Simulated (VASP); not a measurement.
# HgTe (rocksalt type) (Fm-3m) in VASP: a series of runs, part 2 of 2

VASP 6.6.1. The steps go on from the part before.

## 3. Single point, PBEsol (19.49 Å³/atom)

This run uses another cell than the first one, of 19.49 Å³/atom.

INCAR

```
SYSTEM = HgTe
  PREC = Accurate
  ENCUT = 520
  EDIFF = 1E-6
  ISMEAR = -1
  SIGMA = 0.1
  LREAL = .False.
  LASPH = .True.
  NELM = 100
  ALGO = Normal
  ISIF = 2
  LWAVE = .False.
  LCHARG = .False.
  GGA = PS
  NBANDS = 16
```

KPOINTS

```
Automatic mesh
0
Gamma
  11 11 11
  0 0 0
```

POSCAR

```
HgTe
1.0
    0.0000000000      2.6911673317      2.6911673317
    2.6911673317      0.0000000000      2.6911673317
    2.6911673317      2.6911673317      0.0000000000
Hg Te
1 1
Direct
    0.0000000000      0.0000000000      0.0000000000
    0.5000000000      0.5000000000      0.5000000000
```

Potentials or basis: VASP PAW PBE potentials, release 64 (Hg, Te).

Command:

```sh
$ cat potpaw_PBE.64/Hg/POTCAR potpaw_PBE.64/Te/POTCAR > POTCAR
$ mpirun -np 1 vasp_std > vasp.out
```

Run time: 25 s. Hardware: 1 thread of Intel Xeon Platinum 8259CL at 2.50GHz (Skylake/Cascade Lake), shared host; peak memory 0.18 GiB.

It converged, with:

- Free energy: -2.6160 eV
- Pressure: 47.2 GPa
- Band gap on the k mesh: zero (bands 9 and 10 overlap by 3.88 eV)

Levels at points of the mesh, in eV from the Fermi level:
| k point | band 7 | band 8 | band 9 | band 10 | band 11 | band 12 |
| --- | --- | --- | --- | --- | --- | --- |
| (0.00, 0.00, 0.00) | -1.41 | -1.41 | -1.41 | 1.27 | 6.60 | 7.90 |

Caveat: the cell stands under pressure; the PAW data sets were made with another functional, which shifts forces and pressure a little; spin-orbit coupling is left out, which moves the levels of the heavy elements.

## 4. Single point, PBEsol (21.66 Å³/atom)

This run uses another cell than the first one, of 21.66 Å³/atom.

INCAR

```
SYSTEM = HgTe
PREC     = Accurate       ! precision mode
ENCUT    = 520            ! plane-wave cutoff, eV
EDIFF    = 1E-6           ! SCF threshold, eV
ISMEAR   = -1             ! smearing method
SIGMA    = 0.1            ! smearing width, eV
LREAL    = .False.        ! projectors in reciprocal space
LASPH    = .True.         ! aspherical terms in the spheres
NELM     = 80             ! most SCF steps
ALGO     = Normal         ! electronic algorithm
ISIF     = 2              ! what is computed and relaxed
LWAVE    = .False.        ! write WAVECAR
LCHARG   = .False.        ! write CHGCAR
GGA      = PS             ! functional
NBANDS   = 16             ! bands
```

KPOINTS

```
regular mesh
0
Gamma
  11 11 11
  0 0 0
```

POSCAR

```
HgTe
1.0
    0.0000000000      2.7873608707      2.7873608707
    2.7873608707      0.0000000000      2.7873608707
    2.7873608707      2.7873608707      0.0000000000
Hg Te
1 1
Direct
    0.0000000000      0.0000000000      0.0000000000
    0.5000000000      0.5000000000      0.5000000000
```

Potentials or basis: VASP PAW PBE potentials, release 64 (Hg, Te).

Command:

```sh
$ cat potpaw_PBE.64/Hg/POTCAR potpaw_PBE.64/Te/POTCAR > POTCAR
$ mpirun -np 1 vasp_std > vasp.out
```

OUTCAR:

```text
SYSTEM = HgTe
   PREC = Accurate
   ENCUT = 520
   EDIFF = 1E-6
   ISMEAR = -1
   LREAL = .False.
   LASPH = .True.
   NELM = 80
   ISIF = 2
   GGA = PS

 ion  position               nearest neighbor table
   1  0.000  0.000  0.000-   2 2.79   2 2.79   2 2.79   2 2.79   2 2.79   2 2.79
   2  0.500  0.500  0.500-   1 2.79   1 2.79   1 2.79   1 2.79   1 2.79   1 2.79

  LATTYP: Found a face centered cubic cell.
 ALAT       =     5.5747217414

  Lattice vectors:

[... 641 lines left out ...]
 [... further k-points ...]

------------------------ aborting loop because EDIFF is reached ----------------------------------------

  FORCE on cell =-STRESS in cart. coord.  units (eV):
  Direction    XX          YY          ZZ          XY          YZ          ZX
  --------------------------------------------------------------------------------------
  -------------------------------------------------------------------------------------
  Total        6.6088422      6.6088422      6.6088422     -0.0000000      0.0000000     -0.0000000
  in kB      244.4704517    244.4704517    244.4704517     -0.0000000      0.0000000     -0.0000000
  external PRESSURE =     244.4704517 kB  Pullay stress =       0.0000000 kB

 VOLUME and BASIS-vectors are now :
 -----------------------------------------------------------------------------
  energy-cutoff  :      520.00
  volume of cell :       43.31
      direct lattice vectors                 reciprocal lattice vectors
     0.000000000  2.787360871  2.787360871    -0.179381151  0.179381151  0.179381151
     2.787360871  0.000000000  2.787360871     0.179381151 -0.179381151  0.179381151
     2.787360871  2.787360871  0.000000000     0.179381151  0.179381151 -0.179381151

 POSITION                                       TOTAL-FORCE (eV/Angst)
 -----------------------------------------------------------------------------------
      0.00000      0.00000      0.00000        -0.000000      0.000000      0.000000
      2.78736      2.78736      2.78736         0.000000     -0.000000     -0.000000
 -----------------------------------------------------------------------------------
    total drift:                               -0.000000      0.000000      0.000000

  FREE ENERGIE OF THE ION-ELECTRON SYSTEM (eV)
  ---------------------------------------------------
  free  energy   TOTEN  =        -3.5590978212 eV

  energy  without entropy=       -3.5336532458  energy(sigma->0) =       -3.54637553
```

It took 33 s on 1 thread of Intel Xeon Platinum 8259CL at 2.50GHz (Skylake/Cascade Lake), shared host; peak memory 0.19 GiB.

Results:

```
Free energy            : -3.5591 eV
Pressure               : 24.4 GPa
Band gap on the k mesh : zero (bands 9 and 10 overlap by 3.66 eV)
```

Caveat: the cell stands under pressure; the PAW data sets were made with another functional, which shifts forces and pressure a little; spin-orbit coupling is left out, which moves the levels of the heavy elements.

## 5. Single point, PBEsol (23.82 Å³/atom)

This run uses another cell than the first one, of 23.82 Å³/atom.

INCAR

```
SYSTEM = HgTe
PREC = Accurate
ENCUT = 520
EDIFF = 1E-7
ISMEAR = -1
SIGMA = 0.1
LREAL = .FALSE.
LASPH = .TRUE.
NELM = 80
ALGO = Normal
ISIF = 2
LWAVE = .FALSE.
LCHARG = .TRUE.
GGA = PS
LELF = .TRUE.
LVHAR = .TRUE.
NBANDS = 16
```

KPOINTS

```
Automatic mesh
0
G
  11 11 11
  0 0 0
```

POSCAR

```
HgTe
1.0
    0.0000000000      2.8773372014      2.8773372014
    2.8773372014      0.0000000000      2.8773372014
    2.8773372014      2.8773372014      0.0000000000
Hg Te
1 1
Direct
    0.0000000000      0.0000000000      0.0000000000
    0.5000000000      0.5000000000      0.5000000000
```

Potentials or basis: VASP PAW PBE potentials, release 64 (Hg, Te).

Command:

```sh
$ cat potpaw_PBE.64/Hg/POTCAR potpaw_PBE.64/Te/POTCAR > POTCAR
$ mpirun -np 1 vasp_std > vasp.out
```

OUTCAR:

```text
SYSTEM = HgTe
   PREC = Accurate
   ENCUT = 520
   EDIFF = 1E-7
   ISMEAR = -1
   LREAL = .FALSE.
   LASPH = .TRUE.
   NELM = 80
   ISIF = 2
   GGA = PS

 ion  position               nearest neighbor table
   1  0.000  0.000  0.000-   2 2.88   2 2.88   2 2.88   2 2.88   2 2.88   2 2.88
   2  0.500  0.500  0.500-   1 2.88   1 2.88   1 2.88   1 2.88   1 2.88   1 2.88

  LATTYP: Found a face centered cubic cell.
 ALAT       =     5.7546744028

  Lattice vectors:

[... 640 lines left out ...]
 [... further k-points ...]

------------------------ aborting loop because EDIFF is reached ----------------------------------------

  FORCE on cell =-STRESS in cart. coord.  units (eV):
  Direction    XX          YY          ZZ          XY          YZ          ZX
  --------------------------------------------------------------------------------------
  -------------------------------------------------------------------------------------
  Total        3.2709232      3.2709232      3.2709232      0.0000000      0.0000000     -0.0000000
  in kB      109.9964443    109.9964443    109.9964443      0.0000000      0.0000000     -0.0000000
  external PRESSURE =     109.9964443 kB  Pullay stress =       0.0000000 kB

 VOLUME and BASIS-vectors are now :
 -----------------------------------------------------------------------------
  energy-cutoff  :      520.00
  volume of cell :       47.64
      direct lattice vectors                 reciprocal lattice vectors
     0.000000000  2.877337201  2.877337201    -0.173771778  0.173771778  0.173771778
     2.877337201  0.000000000  2.877337201     0.173771778 -0.173771778  0.173771778
     2.877337201  2.877337201  0.000000000     0.173771778  0.173771778 -0.173771778

 POSITION                                       TOTAL-FORCE (eV/Angst)
 -----------------------------------------------------------------------------------
      0.00000      0.00000      0.00000        -0.000000     -0.000000     -0.000000
      2.87734      2.87734      2.87734         0.000000      0.000000      0.000000
 -----------------------------------------------------------------------------------
    total drift:                               -0.000000      0.000000      0.000000

  FREE ENERGIE OF THE ION-ELECTRON SYSTEM (eV)
  ---------------------------------------------------
  free  energy   TOTEN  =        -4.0239815985 eV

  energy  without entropy=       -3.9955654691  energy(sigma->0) =       -4.00977353
```

OSZICAR:

```text
N       E                     dE             d eps       ncg     rms          rms(c)
DAV:   1     0.104827560336E+03    0.10483E+03   -0.84947E+03  1816   0.102E+03
DAV:   2    -0.114375651644E+01   -0.10597E+03   -0.99194E+02  2088   0.239E+02
DAV:   3    -0.426231475156E+01   -0.31186E+01   -0.31112E+01  2224   0.418E+01
DAV:   4    -0.428183150457E+01   -0.19517E-01   -0.19516E-01  2160   0.327E+00
DAV:   5    -0.428215837787E+01   -0.32687E-03   -0.32687E-03  2328   0.396E-01    0.113E+01
DAV:   6    -0.403646307638E+01    0.24570E+00   -0.48587E-01  2176   0.997E+00    0.832E+00
DAV:   7    -0.402624730794E+01    0.10216E-01   -0.88872E-02  2136   0.216E+00    0.246E+00
DAV:   8    -0.402421386973E+01    0.20334E-02   -0.97630E-03  1984   0.120E+00    0.645E-01
DAV:   9    -0.402397795932E+01    0.23591E-03   -0.51502E-04  2304   0.258E-01    0.965E-02
DAV:  10    -0.402397994627E+01   -0.19869E-05   -0.40980E-05  2224   0.574E-02    0.387E-02
DAV:  11    -0.402398212001E+01   -0.21737E-05   -0.60339E-06  2320   0.204E-02    0.226E-02
DAV:  12    -0.402398160038E+01    0.51963E-06   -0.10367E-06  1944   0.872E-03    0.940E-03
DAV:  13    -0.402398159850E+01    0.18808E-08   -0.95108E-08  1600   0.189E-03
   1 F= -.40239816E+01 E0= -.40097735E+01  d E =-.284161E-01
```

Wall time 37 s (1 thread of Intel Xeon Platinum 8259CL at 2.50GHz (Skylake/Cascade Lake), shared host); peak memory 0.19 GiB.

What came out:

```yaml
Free_energy: -4.0240 eV
Pressure: 11.0 GPa
Band_gap_on_the_k_mesh: zero (bands 9 and 10 overlap by 3.41 eV)
```

Caveat: the cell stands under pressure; the PAW data sets were made with another functional, which shifts forces and pressure a little; spin-orbit coupling is left out, which moves the levels of the heavy elements.

## 6. Overview

```tsv
cell	gap on the mesh (eV)	pressure (GPa)
a = 3.659 Å, angles 60.0°, 2 atoms	none	86.9
a = 3.806 Å, angles 60.0°, 2 atoms	none	47.2
a = 3.942 Å, angles 60.0°, 2 atoms	none	24.4
a = 4.069 Å, angles 60.0°, 2 atoms	none	11.0
```

Alike in all rows: task single point; level PBEsol; potentials or basis VASP PAW PBE potentials, release 64 (Hg, Te); no spin polarisation; k mesh 11 × 11 × 11; cutoff (eV) 520; smearing fermi-dirac 0.1 eV.

Caveats: the cell stands under pressure; the PAW data sets were made with another functional, which shifts forces and pressure a little; spin-orbit coupling is left out, which moves the levels of the heavy elements.

Absolute energies hang on the potentials; compare differences alone.
